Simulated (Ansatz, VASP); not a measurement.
**Si4O in VASP and in Ansatz**

File INCAR:

```
SYSTEM = Si4O
PREC = Accurate
ENCUT = 520
EDIFF = 1E-6
ISMEAR = 0
SIGMA = 0.05
LREAL = .False.
LASPH = .True.
NELM = 150
ALGO = Normal
ISIF = 2
LWAVE = .False.
LCHARG = .False.
ISPIN = 2
MAGMOM = 0 0 0 0 2
LORBIT = 11
LDIPOL = .True.
IDIPOL = 3
DIPOL = 0.5 0.5 0.329
GGA = PE
IVDW = 12
NBANDS = 23
```

Contents of KPOINTS:

```
Automatic mesh
0
Gamma
  7 7 1
  0 0 0
```

POSCAR

```
Si4O
1.0
    3.8333442603      0.0000000000      0.0000000000
    0.0000000000      3.8333442603      0.0000000000
    0.0000000000      0.0000000000     21.2034818054
Si O
4 1
Direct
    0.0000000000      0.5000000000      0.1886482624
    0.0000000000      0.0000000000      0.2525666261
    0.5000000000      0.0000000000      0.3191936744
    0.5000000000      0.5000000000      0.3821769405
    0.6250000000      0.5000000000      0.5000821046
```

Input for Ansatz:

```yaml
crystal:
  lattice:
    - [3.8333442603, 0.0, 0.0]
    - [0.0, 3.8333442603, 0.0]
    - [0.0, 0.0, 21.2034818054]
  atoms:
    - { symbol: Si, position: [0.0, 0.5, 0.1886482624] }
    - { symbol: Si, position: [0.0, 0.0, 0.2525666261] }
    - { symbol: Si, position: [0.5, 0.0, 0.3191936744] }
    - { symbol: Si, position: [0.5, 0.5, 0.3821769405] }
    - { symbol: O, position: [0.625, 0.5, 0.5000821046], spin: 2.0 }
basis:
  ecutwfc: 420
kpoints:
  mp_grid: { grid: [7, 7, 1] }
hamiltonian:
  xc: pbe
  pseudopotentials: { kind: paw, azcp: { folder: soft_1 } }
  dispersion: d3bj
scf:
  occupations: { method: gaussian, width: 0.05 }
output:
  forces: true
  eigenvalues: true
  populations: true
  write_density: true
  write_potential: true
  elf: true
  volumetric_format: npy
magnetization:
  spin_polarized: true
efield:
  axis: 3
  dipole_correction: true
  ramp_width: 0.04
```

Alike in both runs: task single point; functional PBE; dispersion D3(BJ); k mesh 7 × 7 × 1; occupations gaussian, width 0.05 eV; collinear spin.

|  | VASP | Ansatz |
| --- | --- | --- |
| version | VASP 6.6.1 | Ansatz 0.2.0 |
| potentials or method | VASP PAW PBE potentials, release 64 (Si, O), cutoff 520 eV | scalar-relativistic, plane waves, PAW |
| valence electrons in the cell | 22 | 22 |

|  | VASP | Ansatz | Ansatz less VASP |
| --- | --- | --- | --- |
| gap on the k mesh at the Fermi level (eV) | none | none | - |
| rms of the force components (eV/Å) | 0.874 | 0.859 | -0.0154 |
| net moment per atom (μB) | 0.26 | 0.23 | -0.028 |
| size of the moment on the site where the two differ most (μB) | 1.08 | 1.30 | +0.225 |

Site moments also hang on the region over which each program counts them. Atom by atom the forces differ by 0.021 eV/Å (rms over components). A gap of «none» marks a metal or a gap that the smearing closes. Ansatz's warnings: xc potential rough in thin density.
